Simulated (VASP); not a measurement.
# Sn5Ge12 in VASP: further runs

The runs below take Sn5Ge12 through single point, with PBE.

All numbers are computed with VASP 6.6.1; they aren't measurements. Logs are shortened: lines on timing, memory, paths and dates and some standing lists are left out, and cuts for length are marked.

**1. The cell of the first run**

The cell holds a disordered packing, 17 atoms: a = 7.082 Å, b = 7.723 Å, c = 7.545 Å, α = 95.21°, β = 89.49°, γ = 91.15°.

**2. Single point, PBE**

Input file INCAR:

```
SYSTEM = Sn5Ge12
PREC = Accurate ; ENCUT = 410
EDIFF = 1E-6 ; ISMEAR = -1
SIGMA = 0.1034 ; LREAL = Auto
LASPH = .TRUE. ; NELM = 120
ALGO = Normal ; ISIF = 2
LWAVE = .FALSE. ; LCHARG = .FALSE.
GGA = PE ; ISYM = -1
NBANDS = 133 ; GGA_COMPAT = .FALSE.
```

Input file KPOINTS:

```
explicit points
1
Reciprocal
  0.25000000   0.25000000   0.25000000 1
```

Input file POSCAR:

```
Sn5Ge12
1.0
    7.0815660000     -0.0735080000      0.0306640000
   -0.0735080000      7.7150240000     -0.3469720000
    0.0306640000     -0.3469720000      7.5368430000
Sn Ge
5 12
Direct
    0.3130132576      0.8499580105      0.3809571716
    0.9238738613      0.3840108199      0.1778027397
    0.6511422376      0.6765273150      0.9024079989
    0.3429412528      0.4345155284      0.2187663683
    0.8143580558      0.3686371773      0.6723996112
    0.3886103718      0.1353683773      0.0154142375
    0.2803723672      0.8384750664      0.8704409834
    0.7232458370      0.9690273284      0.6929341290
    0.1643177476      0.2224654255      0.4242112559
    0.7092394720      0.7282302883      0.3710742549
    0.2652619006      0.2633023806      0.7451791901
    0.5795017915      0.1178059660      0.3869846471
    0.1015883403      0.5487103485      0.8821113857
    0.0256744923      0.8665254211      0.1207911291
    0.0404660112      0.7715948605      0.6492520757
    0.7565911508      0.0547378905      0.0314539396
    0.4041984606      0.5407734963      0.5719443698
```

Potentials or basis: VASP PAW PBE potentials, release 64 (Sn_d, Ge_d).

Command:

```sh
$ cat potpaw_PBE.64/Sn_d/POTCAR potpaw_PBE.64/Ge_d/POTCAR > POTCAR
$ mpirun -np 1 vasp_std > vasp.out
```

OUTCAR:

```text
SYSTEM = Sn5Ge12
   PREC = Accurate
   ENCUT = 410
   EDIFF = 1E-6
   ISMEAR = -1
   LREAL = Auto
   LASPH = .TRUE.
   NELM = 120
   ISIF = 2
   GGA = PE
   ISYM = -1

 ion  position               nearest neighbor table
   1  0.313  0.850  0.381-  12 2.77  14 2.85  15 2.88  10 2.98  17 2.98   9 3.07   4 3.34
   2  0.924  0.384  0.178-   9 2.91  16 2.91  13 2.93   4 3.00  10 3.30
   3  0.651  0.677  0.902-   8 2.91   7 2.95   5 3.05  16 3.07  17 3.15
   4  0.343  0.435  0.219-   9 2.65   6 2.68  17 2.75   2 3.00  13 3.27   1 3.34
   5  0.814  0.369  0.672-  13 2.85   3 3.05   8 3.16  12 3.21   9 3.25
   6  0.389  0.135  0.015-  11 2.52   7 2.56   4 2.68  16 2.70
   7  0.280  0.838  0.870-  15 2.41   6 2.56  13 2.56  14 2.60   3 2.95
   8  0.723  0.969  0.693-  16 2.59  15 2.74  12 2.87   3 2.91   5 3.16
   9  0.164  0.222  0.424-  11 2.52   4 2.65   2 2.91   1 3.07   5 3.25
  10  0.709  0.728  0.371-   1 2.98   2 3.30
  11  0.265  0.263  0.745-   6 2.52   9 2.52  13 2.63  17 2.77
  12  0.580  0.118  0.387-   1 2.77   8 2.87   5 3.21
  13  0.102  0.549  0.882-   7 2.56  15 2.61  11 2.63   5 2.85   2 2.93   4 3.27
  14  0.026  0.867  0.121-  16 2.55   7 2.60   1 2.85
  15  0.040  0.772  0.649-   7 2.41  13 2.61   8 2.74   1 2.88
  16  0.757  0.055  0.031-  14 2.55   8 2.59   6 2.70   2 2.91   3 3.07
  17  0.404  0.541  0.572-   4 2.75  11 2.77   1 2.98   3 3.15

IMPORTANT INFORMATION: All symmetrisations will be switched off!
NOSYMM: (Re-)initialisation of all symmetry stuff for point group C_1.

----------------------------------------------------------------------------------------

                                     Primitive cell

  volume of cell :     410.8723

  direct lattice vectors                    reciprocal lattice vectors
     7.081566000 -0.073508000  0.030664000     0.141227656  0.001322500 -0.000513708
    -0.073508000  7.715024000 -0.346972000     0.001322500  0.129898530  0.005974730
     0.030664000 -0.346972000  7.536843000    -0.000513708  0.005974730  0.132958696

  length of vectors
     7.082013889  7.723172167  7.544887823     0.141234782  0.130042587  0.133093862

  position of ions in fractional coordinates (direct lattice)
     0.313013258  0.849958011  0.380957172
     0.923873861  0.384010820  0.177802740
     0.651142238  0.676527315  0.902407999
     0.342941253  0.434515528  0.218766368
     0.814358056  0.368637177  0.672399611
     0.388610372  0.135368377  0.015414238
     0.280372367  0.838475066  0.870440983
     0.723245837  0.969027328  0.692934129
     0.164317748  0.222465425  0.424211256
     0.709239472  0.728230288  0.371074255
     0.265261901  0.263302381  0.745179190
     0.579501792  0.117805966  0.386984647
     0.101588340  0.548710349  0.882111386
     0.025674492  0.866525421  0.120791129
     0.040466011  0.771594861  0.649252076
     0.756591151  0.054737891  0.031453940
     0.404198461  0.540773496  0.571944370

  ion indices of the primitive-cell ions
   primitive index   ion index
                 1           1
                 2           2
                 3           3
                 4           4
                 5           5
                 6           6
                 7           7
                 8           8
                 9           9
                10          10
                11          11
                12          12
                13          13
                14          14
                15          15
                16          16
                17          17

----------------------------------------------------------------------------------------

 KPOINTS: explicit points

Read explicit list of k-points.

 Found      1 k-points:

 Following reciprocal coordinates:
            Coordinates               Weight
  0.250000  0.250000  0.250000      1.000000
   k-points           NKPTS =      1   k-points in BZ     NKDIM =      1   number of bands    NBANDS=    133
   number of dos      NEDOS =    301   number of ions     NIONS =     17
   total plane-waves  NPLWV = 129600
   dimension x,y,z NGX =    48 NGY =   54 NGZ =   50
   dimension x,y,z NGXF=    96 NGYF=  108 NGZF=  100
   ions per type =               5  12
   NGX,Y,Z   is equivalent  to a cutoff of  11.27, 11.62, 11.02 a.u.
   NGXF,Y,Z  is equivalent  to a cutoff of  22.54, 23.25, 22.03 a.u.
 SYSTEM =  Sn5Ge12
   PREC   = accura    normal or accurate (medium, high low for compatibility)
   ISTART =      0    job   : 0-new  1-cont  2-samecut
   ICHARG =      2    charge: 1-file 2-atom 10-const
   ISPIN  =      1    spin polarized calculation?
   LNONCOLLINEAR =      F non collinear calculations
   LSORBIT =      F    spin-orbit coupling
   LASPH  =      T    aspherical Exc in radial PAW
   ENCUT  =  410.0 eV  30.13 Ry    5.49 a.u.  11.69 12.75 12.46*2*pi/ulx,y,z
   NELM   =    120;   NELMIN=  2; NELMDL= -5     # of ELM steps
   EDIFF  = 0.1E-05   stopping-criterion for ELM
   LREAL  =      T    real-space projection
   EDIFFG = 0.1E-04   stopping-criterion for IOM
   NSW    =      0    number of steps for IOM
   IBRION =     -1    ionic relax: 0-MD 1-quasi-New 2-CG
   NFREE  =      0    steps in history (QN), initial steepest desc. (CG)
   ISIF   =      2    stress and relaxation
   ISYM   =     -1    0-nonsym 1-usesym 2-fastsym
   POTIM  = 0.5000    time-step for ionic-motion
   TEBEG  =    0.0;   TEEND  =   0.0 temperature during run
   PSTRESS=    0.0 pullay stress
   NELECT =     238.0000    total number of electrons
   NUPDOWN=      -1.0000    fix difference up-down
   EMIN   =  10.00;   EMAX   =-10.00  energy-range for DOS
   EFERMI =   0.00;   METHOD = LEGACY
   ISMEAR =    -1;   SIGMA  =   0.10  broadening in eV -4-tet -1-fermi 0-gaus
   EFERMI_NEDOS =   21; number of points for ismear=-14 and -15
   IALGO  =     38    algorithm
   IMIX   =      4    mixing-type and parameters
     AMIX     =   0.40;   BMIX     =  1.00
     AMIX_MAG =   1.60;   BMIX_MAG =  1.00
  volume/ion in A,a.u.               =      24.17       163.10
  Fermi-wavevector in a.u.,A,eV,Ry     =   1.364682  2.578875 25.338911  1.862357
  Thomas-Fermi vector in A             =   2.490977
   LORBIT       =      0    0 simple, 1 ext, 2 COOP (PROOUT), +10 PAW based schemes
   GGA     = PE    functional components
   LHFCALC =     F    Hartree Fock is set to
   AEXX    =    0.0000 exact exchange contribution
   IVDW    =     0    specifies the selected vdW correction
   LEPSILON=     F    determine dielectric tensor
   LRPA    =     F    only Hartree local field effects (RPA)
 non-spin polarized calculation
  energy-cutoff  :      410.00
  volume of cell :      410.87
 maximum number of plane-waves:      7747
 NGX is ok and might be reduce to    48
   NGX = 23   NGY = 25   NGZ = 25

 number of electron     238.0000015 magnetization

 Free energy of the ion-electron system (eV)
  ---------------------------------------------------
  ext. energy  EPLUGINS =         0.00000000
  ---------------------------------------------------
  free energy    TOTEN  =       -67.35444109 eV

  energy without entropy =      -67.05423882  energy(sigma->0) =      -67.20433995

 E-fermi :   5.9410     XC(G=0): -10.1857

 val. band max:        5.8801047740   @ k =   0.2500   0.2500   0.2500
 cond. band min:       6.0083556536   @ k =   0.2500   0.2500   0.2500
 fundamental gap:      0.1282508796
 Fermi energy:         5.9410434981

 k-point     1 :       0.2500    0.2500    0.2500
  band No.  band energies     occupation
      1     -19.0028      2.00000
      2     -19.0010      2.00000
      3     -18.9804      2.00000
      4     -18.9754      2.00000
      5     -18.9692      2.00000
      6     -18.9433      2.00000
      7     -18.9003      2.00000
      8     -18.8939      2.00000
      9     -18.8746      2.00000
     10     -18.8641      2.00000
     11     -18.8596      2.00000
     12     -18.8559      2.00000
     13     -18.8461      2.00000
     14     -18.8405      2.00000
     15     -18.8387      2.00000
     16     -18.8266      2.00000
     17     -18.8245      2.00000
     18     -18.8207      2.00000
     19     -18.8192      2.00000
     20     -18.8152      2.00000
     21     -18.8086      2.00000
     22     -18.8063      2.00000
     23     -18.8048      2.00000
     24     -18.7905      2.00000
     25     -18.7865      2.00000
     26     -18.7819      2.00000
     27     -18.7783      2.00000
     28     -18.7709      2.00000
     29     -18.7675      2.00000
     30     -18.7641      2.00000
     31     -18.7601      2.00000
     32     -18.7522      2.00000
     33     -18.7512      2.00000
     34     -18.7468      2.00000
     35     -18.7445      2.00000
     36     -18.7410      2.00000
     37     -18.7364      2.00000
     38     -18.7335      2.00000
     39     -18.7315      2.00000
     40     -18.7174      2.00000
     41     -18.7096      2.00000
     42     -18.6993      2.00000
     43     -18.6967      2.00000
     44     -18.6890      2.00000
     45     -18.6810      2.00000
     46     -18.6739      2.00000
     47     -18.6680      2.00000
     48     -18.6544      2.00000
     49     -18.6393      2.00000
     50     -18.6355      2.00000
     51     -18.6250      2.00000
     52     -18.6192      2.00000
     53     -18.6065      2.00000
     54     -18.6029      2.00000
     55     -18.5945      2.00000
     56     -18.4823      2.00000
     57     -18.4720      2.00000
     58     -18.4615      2.00000
     59     -18.4530      2.00000
     60     -18.4116      2.00000
     61     -15.7995      2.00000
     62     -15.7948      2.00000
     63     -15.7735      2.00000
     64     -15.7592      2.00000
     65     -15.7517      2.00000
     66     -15.7473      2.00000
     67     -15.7239      2.00000
     68     -15.7029      2.00000
     69     -15.6802      2.00000
     70     -15.6737      2.00000
     71     -15.6512      2.00000
     72     -15.6476      2.00000
     73     -15.6304      2.00000
     74     -15.6242      2.00000
     75     -15.6206      2.00000
     76     -15.6105      2.00000
     77     -15.6071      2.00000
     78     -15.5882      2.00000
     79     -15.5779      2.00000
     80     -15.5616      2.00000
     81     -15.4840      2.00000
     82     -15.4780      2.00000
     83     -15.4628      2.00000
     84     -15.4557      2.00000
     85     -15.4403      2.00000
     86      -5.9919      2.00000
     87      -5.1805      2.00000
     88      -4.5609      2.00000
     89      -4.2309      2.00000
     90      -3.4330      2.00000
     91      -3.0477      2.00000
     92      -2.9192      2.00000
     93      -2.4030      2.00000
     94      -1.8627      2.00000
     95      -1.4796      2.00000
     96      -1.2812      2.00000
     97      -1.0828      2.00000
     98      -0.7085      2.00000
     99      -0.3171      2.00000
    100      -0.0861      2.00000
    101       0.3949      2.00000
    102       0.8978      2.00000
    103       1.9436      2.00000
    104       2.2147      2.00000
    105       2.6502      2.00000
    106       2.8355      2.00000
    107       3.1269      2.00000
    108       3.1922      2.00000
    109       3.4839      2.00000
    110       3.6756      2.00000
    111       4.0270      2.00000
    112       4.1861      2.00000
    113       4.2637      2.00000
    114       4.4419      2.00000
    115       4.6439      1.99999
    116       4.9745      1.99983
    117       5.1843      1.99867
    118       5.4219      1.98688
    119       5.8801      1.28643
    120       6.0084      0.68553
    121       6.3472      0.03862
    122       6.6089      0.00313
    123       6.7641      0.00070
    124       6.9028      0.00018
    125       7.1021      0.00003
    126       7.2754      0.00000
    127       7.3967      0.00000
    128       7.6498      0.00000
    129       7.9806      0.00000
    130       8.1959      0.00000
    131       8.2462      0.00000
 [bands above 131 left out]

------------------------ aborting loop because EDIFF is reached ----------------------------------------

  FORCE on cell =-STRESS in cart. coord.  units (eV):
  Direction    XX          YY          ZZ          XY          YZ          ZX
  --------------------------------------------------------------------------------------
  -------------------------------------------------------------------------------------
  Total        0.6610110      5.6392187      5.6797362      8.8116764      8.3269059      6.8426201
  in kB        2.5775812     21.9898684     22.1478645     34.3607185     32.4703784     26.6824758
  external PRESSURE =      15.5717714 kB  Pullay stress =       0.0000000 kB

 VOLUME and BASIS-vectors are now :
 -----------------------------------------------------------------------------
  energy-cutoff  :      410.00
  volume of cell :      410.87
      direct lattice vectors                 reciprocal lattice vectors
     7.081566000 -0.073508000  0.030664000     0.141227656  0.001322500 -0.000513708
    -0.073508000  7.715024000 -0.346972000     0.001322500  0.129898530  0.005974730
     0.030664000 -0.346972000  7.536843000    -0.000513708  0.005974730  0.132958696

 POSITION                                       TOTAL-FORCE (eV/Angst)
 -----------------------------------------------------------------------------------
      2.16583      6.40226      2.58590        -0.630728     -0.213427     -0.366378
      6.51970      2.83305      1.23516        -1.178096      0.000408      0.191616
      4.58905      4.85845      6.58654        -0.188831     -0.086404      0.219138
      2.40333      3.25118      1.50856         1.204142      1.190411     -0.877391
      5.76045      2.55088      4.96483         0.053392     -0.413156     -0.210586
      2.74249      1.01046      0.08112         0.487757     -0.288505      0.266114
      1.95053      6.14623      6.27805         0.640133      0.183230      0.666080
      5.07173      7.18248      4.90849        -0.055546     -0.187724     -0.642180
      1.16028      1.55706      3.12506         0.004268     -0.943480      0.720568
      4.98037      5.43743      2.56580         0.007611      0.093120     -0.201542
      1.88196      1.75333      5.53307        -0.305624      0.408149     -0.440181
      4.10699      0.73201      2.89354         0.362334     -0.018730     -0.192260
      0.70612      3.91978      6.46106         0.101580     -0.297089      0.367186
      0.12182      6.64147      0.61051         0.211225     -0.318082      0.374082
      0.24975      5.72463      4.62683        -0.638940      0.142653     -1.326914
      5.35479      0.35578      0.24127         0.126866      0.784199      0.617559
      2.84014      3.94392      4.13542        -0.201545     -0.035572      0.835087
 -----------------------------------------------------------------------------------
    total drift:                                0.003792     -0.000369     -0.008113

  FREE ENERGIE OF THE ION-ELECTRON SYSTEM (eV)
  ---------------------------------------------------
  free  energy   TOTEN  =       -67.3544410868 eV

  energy  without entropy=      -67.0542388230  energy(sigma->0) =      -67.20433995
```

Wall time 3.1 min (1 thread of Intel Xeon 8259CL, shared host); peak memory 0.33 GiB.

Results:

```
Free energy   : -67.3544 eV
Pressure      : 1.6 GPa
Largest force : 1.907 eV/Å
```

Forces in eV/Å, atoms in the order of the input:
```
Sn  -0.631 -0.213 -0.366
Sn  -1.178  0.000  0.192
Sn  -0.189 -0.086  0.219
Sn   1.204  1.190 -0.877
Sn   0.053 -0.413 -0.211
Ge   0.488 -0.289  0.266
Ge   0.640  0.183  0.666
Ge  -0.056 -0.188 -0.642
Ge   0.004 -0.943  0.721
Ge   0.008  0.093 -0.202
Ge  -0.306  0.408 -0.440
Ge   0.362 -0.019 -0.192
Ge   0.102 -0.297  0.367
Ge   0.211 -0.318  0.374
Ge  -0.639  0.143 -1.327
Ge   0.127  0.784  0.618
Ge  -0.202 -0.036  0.835
```

Caveat: the atoms stand as in a frame of molecular dynamics; spin-orbit coupling is left out, which moves the levels of the heavy elements.

**3. Single point, PBE**

Input file INCAR:

```
SYSTEM = Sn5Ge12
ALGO = Normal ; EDIFF = 1E-6
ENCUT = 410 ; GGA = PE
GGA_COMPAT = .False. ; ISIF = 2
ISMEAR = -1 ; ISYM = -1
LASPH = .True. ; LCHARG = .True.
LELF = .True. ; LREAL = Auto
LVHAR = .True. ; LWAVE = .False.
NBANDS = 133 ; NELM = 120
PREC = Accurate ; SIGMA = 0.1034
```

KPOINTS is that of step 2.

Input file POSCAR:

```
Sn5Ge12
1.0
    7.0815660000     -0.0735080000      0.0306640000
   -0.0735080000      7.7150240000     -0.3469720000
    0.0306640000     -0.3469720000      7.5368430000
Sn Ge
5 12
Direct
    0.2777269577      0.8384929463      0.3977354119
    0.8927193105      0.4019450612      0.1959777239
    0.6206881845      0.7214611905      0.9286076478
    0.3272028965      0.4357438282      0.1959871737
    0.8262461134      0.3715467708      0.6498263683
    0.4235140283      0.1088788628      0.0158467256
    0.2524454474      0.8478028956      0.9349138464
    0.7556554199      0.9639779727      0.6782664767
    0.1578004736      0.1790402923      0.4655434874
    0.7040182722      0.7386817508      0.3879519406
    0.2691824194      0.2934125515      0.7542101819
    0.5813301868      0.1346227995      0.3921460794
    0.1163931322      0.5492168524      0.8994972816
    0.0170228932      0.8586057473      0.1597524538
    0.0579887176      0.8078749788      0.6801246664
    0.7776446115      0.0772225372      0.0659350823
    0.3529832715      0.5280495380      0.5745672990
```

Potentials or basis: VASP PAW PBE potentials, release 64 (Sn_d, Ge_d).

Command:

```sh
$ cat potpaw_PBE.64/Sn_d/POTCAR potpaw_PBE.64/Ge_d/POTCAR > POTCAR
$ mpirun -np 1 vasp_std > vasp.out
```

It took 3.1 min on 1 thread of Intel Xeon 8259CL, shared host; peak memory 0.33 GiB.

It converged, with:

- Free energy: -66.9180 eV
- Pressure: 2.9 GPa
- Largest force: 1.727 eV/Å

Forces in eV/Å, atoms in the order of the input:
```
Sn   1.297  0.197  0.005
Sn  -0.441  0.381  0.515
Sn   0.310 -0.483 -0.121
Sn   0.838 -0.239  0.607
Sn   0.027 -0.075  0.111
Ge   0.242  1.392  0.135
Ge   0.777  0.022  0.033
Ge  -0.731  0.308  0.429
Ge   0.262  0.554 -0.857
Ge  -0.490  0.149 -0.748
Ge   0.146 -1.424  0.966
Ge  -0.363 -0.355 -0.276
Ge  -1.182 -0.237  0.007
Ge  -1.287 -0.278  0.626
Ge  -0.314 -0.646 -0.626
Ge   0.232  0.187 -0.165
Ge   0.677  0.547 -0.641
```

Stress tensor (GPa, compression positive):
```
2.14 3.17 2.06
3.17 3.03 3.49
2.06 3.49 3.50
```

Levels at points of the mesh, in eV from the Fermi level:
| k point | band 117 | band 118 | band 119 | band 120 | band 121 | band 122 |
| --- | --- | --- | --- | --- | --- | --- |
| (0.25, 0.25, 0.25) | -0.66 | -0.48 | -0.11 | 0.11 | 0.45 | 0.69 |

Caveat: the atoms stand as in a frame of molecular dynamics; spin-orbit coupling is left out, which moves the levels of the heavy elements.

(Continued in part 2 of 2.)
